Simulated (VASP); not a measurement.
# Ge (Pm-3n) in VASP: notebook, part 2 of 2

VASP 6.6.1. Earlier steps stand in the parts before.

## 4. Relaxation of cell and atoms, revPBE

This run uses another cell than the first one, of 19.24 Å³/atom.

INCAR

```
PREC     = Accurate       # precision mode
ENCUT    = 600            # plane-wave cutoff, eV
EDIFF    = 1E-6           # SCF threshold, eV
ISMEAR   = -1             # smearing method
SIGMA    = 0.1            # smearing width, eV
LREAL    = False          # projectors in reciprocal space
LASPH    = True           # aspherical terms in the spheres
NELM     = 100            # most SCF steps
ALGO     = Normal         # electronic algorithm
ISIF     = 3              # what is computed and relaxed
LWAVE    = False          # write WAVECAR
LCHARG   = False          # write CHGCAR
GGA      = RE             # functional
IBRION   = 2              # ionic algorithm
NSW      = 80             # ionic steps
EDIFFG   = -0.01          # ionic threshold
```

KPOINTS

```
Automatic mesh
0
Gamma
  5 5 5
```

POSCAR

```
Ge
1.0
    5.3590374343      0.0000000000      0.0000000000
    0.0000000000      5.3590374343      0.0000000000
    0.0000000000      0.0000000000      5.3590374343
Ge
8
Direct
    0.0000000000      0.0000000000      0.0000000000
    0.5000000000      0.5000000000      0.5000000000
    0.2500000000      0.0000000000      0.5000000000
    0.7500000000      0.0000000000      0.5000000000
    0.5000000000      0.2500000000      0.0000000000
    0.5000000000      0.7500000000      0.0000000000
    0.0000000000      0.5000000000      0.2500000000
    0.0000000000      0.5000000000      0.7500000000
```

Potentials or basis: VASP PAW PBE potentials, release 64 (Ge_d).

Launch:

```bash
$ cat potpaw_PBE.64/Ge_d/POTCAR > POTCAR
$ mpirun -np 1 vasp_std > vasp.out
```

OUTCAR:

```text
PREC = Accurate
   ENCUT = 600
   EDIFF = 1E-6
   ISMEAR = -1
   LREAL = False
   LASPH = True
   NELM = 100
   ISIF = 3
   GGA = RE
   IBRION = 2
   NSW = 80
   EDIFFG = -0.01

 ion  position               nearest neighbor table
   1  0.000  0.000  0.000-
   2  0.500  0.500  0.500-
   3  0.250  0.000  0.500-   4 2.68   4 2.68
   4  0.750  0.000  0.500-   3 2.68   3 2.68
   5  0.500  0.250  0.000-   6 2.68   6 2.68
   6  0.500  0.750  0.000-   5 2.68   5 2.68
   7  0.000  0.500  0.250-   8 2.68   8 2.68
   8  0.000  0.500  0.750-   7 2.68   7 2.68

  LATTYP: Found a simple cubic cell.
 ALAT       =     5.3590374343

  Lattice vectors:

 A1 = (   5.3590374343,   0.0000000000,   0.0000000000)
 A2 = (   0.0000000000,   5.3590374343,   0.0000000000)
 A3 = (   0.0000000000,   0.0000000000,   5.3590374343)

Analysis of symmetry for initial positions (statically):
=====================================================================
 Subroutine PRICEL returns:
 Original cell was already a primitive cell.

 Routine SETGRP: Setting up the symmetry group for a
 simple cubic supercell.

 Subroutine GETGRP returns: Found 48 space group operations
 (whereof 24 operations were pure point group operations)
 out of a pool of 48 trial point group operations.

The static configuration has the point symmetry T_h .
 The point group associated with its full space group is O_h .

Analysis of symmetry for dynamics (positions and initial velocities):
=====================================================================
 Subroutine PRICEL returns:
 Original cell was already a primitive cell.

 Routine SETGRP: Setting up the symmetry group for a
 simple cubic supercell.

 Subroutine GETGRP returns: Found 48 space group operations
 (whereof 24 operations were pure point group operations)
 out of a pool of 48 trial point group operations.

The dynamic configuration has the point symmetry T_h .
 The point group associated with its full space group is O_h .

 Subroutine INISYM returns: Found 48 space group operations
 (whereof 24 operations are pure point group operations),
 and found     1 'primitive' translations

----------------------------------------------------------------------------------------

                                     Primitive cell

  volume of cell :     153.9077

  direct lattice vectors                    reciprocal lattice vectors
     5.359037434  0.000000000  0.000000000     0.186600675  0.000000000  0.000000000
     0.000000000  5.359037434  0.000000000     0.000000000  0.186600675  0.000000000
     0.000000000  0.000000000  5.359037434     0.000000000  0.000000000  0.186600675

  length of vectors
     5.359037434  5.359037434  5.359037434     0.186600675  0.186600675  0.186600675

  position of ions in fractional coordinates (direct lattice)
     0.000000000  0.000000000  0.000000000
     0.500000000  0.500000000  0.500000000
     0.250000000  0.000000000  0.500000000
     0.750000000  0.000000000  0.500000000
     0.500000000  0.250000000  0.000000000
     0.500000000  0.750000000  0.000000000
     0.000000000  0.500000000  0.250000000
     0.000000000  0.500000000  0.750000000

  ion indices of the primitive-cell ions
   primitive index   ion index
                 1           1
                 2           2
                 3           3
                 4           4
                 5           5
                 6           6
                 7           7
                 8           8

----------------------------------------------------------------------------------------

 KPOINTS: Automatic mesh

Automatic generation of k-mesh.
 Grid dimensions read from file:
 generate k-points for:    5    5    5

 Generating k-lattice:

  Cartesian coordinates                     Fractional coordinates (reciprocal lattice)
     0.037320135  0.000000000  0.000000000     0.200000000  0.000000000  0.000000000
     0.000000000  0.037320135  0.000000000     0.000000000  0.200000000  0.000000000
     0.000000000  0.000000000  0.037320135     0.000000000  0.000000000  0.200000000

  Length of vectors
     0.037320135  0.037320135  0.037320135

  Shift w.r.t. Gamma in fractional coordinates (k-lattice)
     0.000000000  0.000000000  0.000000000

 Subroutine IBZKPT returns following result:
 ===========================================

 Found     10 irreducible k-points:

 Following reciprocal coordinates:
            Coordinates               Weight
  0.000000  0.000000  0.000000      1.000000
  0.200000  0.000000  0.000000      6.000000
  0.400000  0.000000  0.000000      6.000000
  0.200000  0.200000  0.000000     12.000000
  0.400000  0.200000  0.000000     24.000000
  0.400000  0.400000  0.000000     12.000000
  0.200000  0.200000  0.200000      8.000000
  0.400000  0.200000  0.200000     24.000000
  0.400000  0.400000  0.200000     24.000000
  0.400000  0.400000  0.400000      8.000000
   k-points           NKPTS =     10   k-points in BZ     NKDIM =     10   number of bands    NBANDS=     67
   number of dos      NEDOS =    301   number of ions     NIONS =      8
   total plane-waves  NPLWV = 110592
   dimension x,y,z NGX =    48 NGY =   48 NGZ =   48
   dimension x,y,z NGXF=    96 NGYF=   96 NGZF=   96
   ions per type =               8
   NGX,Y,Z   is equivalent  to a cutoff of  14.89, 14.89, 14.89 a.u.
   NGXF,Y,Z  is equivalent  to a cutoff of  29.78, 29.78, 29.78 a.u.
 SYSTEM =  unknown system
   PREC   = accura    normal or accurate (medium, high low for compatibility)
   ISTART =      0    job   : 0-new  1-cont  2-samecut
   ICHARG =      2    charge: 1-file 2-atom 10-const
   ISPIN  =      1    spin polarized calculation?
   LNONCOLLINEAR =      F non collinear calculations
   LSORBIT =      F    spin-orbit coupling
   LASPH  =      T    aspherical Exc in radial PAW
   ENCUT  =  600.0 eV  44.10 Ry    6.64 a.u.  10.70 10.70 10.70*2*pi/ulx,y,z
   NELM   =    100;   NELMIN=  2; NELMDL= -5     # of ELM steps
   EDIFF  = 0.1E-05   stopping-criterion for ELM
   LREAL  =      F    real-space projection
   EDIFFG = -.1E-01   stopping-criterion for IOM
   NSW    =     80    number of steps for IOM
   IBRION =      2    ionic relax: 0-MD 1-quasi-New 2-CG
   NFREE  =      1    steps in history (QN), initial steepest desc. (CG)
   ISIF   =      3    stress and relaxation
   ISYM   =      2    0-nonsym 1-usesym 2-fastsym
   POTIM  = 0.5000    time-step for ionic-motion
   TEBEG  =    0.0;   TEEND  =   0.0 temperature during run
   PSTRESS=    0.0 pullay stress
   NELECT =     112.0000    total number of electrons
   NUPDOWN=      -1.0000    fix difference up-down
   EMIN   =  10.00;   EMAX   =-10.00  energy-range for DOS
   EFERMI =   0.00;   METHOD = LEGACY
   ISMEAR =    -1;   SIGMA  =   0.10  broadening in eV -4-tet -1-fermi 0-gaus
   EFERMI_NEDOS =   21; number of points for ismear=-14 and -15
   IALGO  =     38    algorithm
   IMIX   =      4    mixing-type and parameters
     AMIX     =   0.40;   BMIX     =  1.00
     AMIX_MAG =   1.60;   BMIX_MAG =  1.00
  volume/ion in A,a.u.               =      19.24       129.83
  Fermi-wavevector in a.u.,A,eV,Ry     =   1.472518  2.782656 29.501652  2.168310
  Thomas-Fermi vector in A             =   2.587523
   LORBIT       =      0    0 simple, 1 ext, 2 COOP (PROOUT), +10 PAW based schemes
   GGA     = RE    functional components
   LHFCALC =     F    Hartree Fock is set to
   AEXX    =    0.0000 exact exchange contribution
   IVDW    =     0    specifies the selected vdW correction
   LEPSILON=     F    determine dielectric tensor
   LRPA    =     F    only Hartree local field effects (RPA)
 conjugate gradient relaxation of ions
 non-spin polarized calculation
  energy-cutoff  :      600.00
  volume of cell :      153.91
 maximum number of plane-waves:      5165
 NGX is ok and might be reduce to    48
   NGX = 21   NGY = 21   NGZ = 21

--------------------------------------- Ionic step        1  -------------------------------------------

 number of electron     111.9999924 magnetization

 Free energy of the ion-electron system (eV)
  ---------------------------------------------------
  ext. energy  EPLUGINS =         0.00000000
  ---------------------------------------------------
  free energy    TOTEN  =       -30.78048565 eV

  energy without entropy =      -30.62772834  energy(sigma->0) =      -30.70410700

------------------------ aborting loop because EDIFF is reached ----------------------------------------

  FORCE on cell =-STRESS in cart. coord.  units (eV):
  Direction    XX          YY          ZZ          XY          YZ          ZX
  --------------------------------------------------------------------------------------
  -------------------------------------------------------------------------------------
  Total        3.4766879      3.4766879      3.4766879     -0.0000000      0.0000000      0.0000000
  in kB       36.1922777     36.1922777     36.1922777     -0.0000000      0.0000000      0.0000000
  external PRESSURE =      36.1922777 kB  Pullay stress =       0.0000000 kB
[... 69 lines left out ...]
  energy  without entropy=      -30.7263092411  energy(sigma->0) =      -30.79844145

--------------------------------------- Ionic step        3  -------------------------------------------

 number of electron     112.0000015 magnetization

 Free energy of the ion-electron system (eV)
  ---------------------------------------------------
  ext. energy  EPLUGINS =         0.00000000
  ---------------------------------------------------
  free energy    TOTEN  =       -30.87240169 eV

  energy without entropy =      -30.72721389  energy(sigma->0) =      -30.79980779

 E-fermi :   6.1225     XC(G=0): -10.8500

 val. band max:        6.0532593742   @ k =   0.4000   0.4000   0.2000
 cond. band min:       6.1697545824   @ k =   0.4000   0.2000   0.2000
 fundamental gap:      0.1164952082
 Fermi energy:         6.1225265953

 k-point     1 :       0.0000    0.0000    0.0000
  band No.  band energies     occupation
      1     -18.7398      2.00000
      2     -18.7354      2.00000
      3     -18.7354      2.00000
      4     -18.6839      2.00000
      5     -18.6839      2.00000
      6     -18.6839      2.00000
[... 724 lines left out ...]
  FREE ENERGIE OF THE ION-ELECTRON SYSTEM (eV)
  ---------------------------------------------------
  free  energy   TOTEN  =       -30.8724016886 eV

  energy  without entropy=      -30.7272138856  energy(sigma->0) =      -30.79980779

 reached required accuracy - stopping structural energy minimisation
```

It took 2.9 min on 1 thread of Intel Xeon 6975P-C (Granite Rapids), shared host; peak memory 0.36 GiB.

Results:

```yaml
Free_energy: -30.8724 eV
Relaxed_volume: 20.30 Å³/atom
Relaxed_cell: a = 5.456 Å, b = 5.456 Å, c = 5.456 Å, α = 90.00°, β = 90.00°, γ = 90.00°
Space_group_after_relaxing_to_0.1_Å: Pm-3n (No. 223)
Energy_gained_by_relaxing: 11.5 meV/atom
Ionic_steps: 3
Pressure_after_relaxing: -0.1 GPa
Band_gap_on_the_k_mesh: zero (bands 56 and 57 overlap by 1.81 eV)
```

The path:
```
step  energy change (eV)  largest force (eV/Å)  pressure (GPa)  volume (Å³)
   1              0.0000                0.0000            3.62       153.91
   2             -0.0901                0.0000           -0.49       163.79
   3             -0.0919                0.0000           -0.05       162.42
```

Final structure:
```
CELL_PARAMETERS angstrom
5.45611 0.00000 0.00000
0.00000 5.45611 0.00000
0.00000 0.00000 5.45611
ATOMIC_POSITIONS crystal
Ge 0.00000 0.00000 0.00000
Ge 0.50000 0.50000 0.50000
Ge 0.25000 0.00000 0.50000
Ge 0.75000 0.00000 0.50000
Ge 0.50000 0.25000 0.00000
Ge 0.50000 0.75000 0.00000
Ge 0.00000 0.50000 0.25000
Ge 0.00000 0.50000 0.75000
```

Levels at points of the mesh, in eV from the Fermi level:
```csv
k point,band 53,band 54,band 55,band 56,band 57,band 58,band 59,band 60
"(0.00, 0.00, 0.00)",-3.02,-1.68,-1.68,-1.68,-0.38,-0.38,-0.38,-0.13
```

Caveat: the PAW data sets were made with another functional, which shifts forces and pressure a little.

## 5. Summary

```csv
task,cell,k mesh,cutoff (eV),gap on the mesh (eV),pressure (GPa)
single point,"a = 5.455 Å, 8 atoms",5 × 5 × 5,520,none,0.0
single point,"a = 5.455 Å, 8 atoms",6 × 6 × 6,520,none,-0.2
relaxation of cell and atoms,"relaxed from a = 5.359 Å, 8 atoms",5 × 5 × 5,600,none,-0.1
```

Alike in all rows: level revPBE; potentials or basis VASP PAW PBE potentials, release 64 (Ge_d); no spin polarisation; smearing fermi-dirac 0.1 eV.

Caveats: the PAW data sets were made with another functional, which shifts forces and pressure a little.

Total energies depend on the potentials used, so only differences within one code and one set of settings carry meaning.
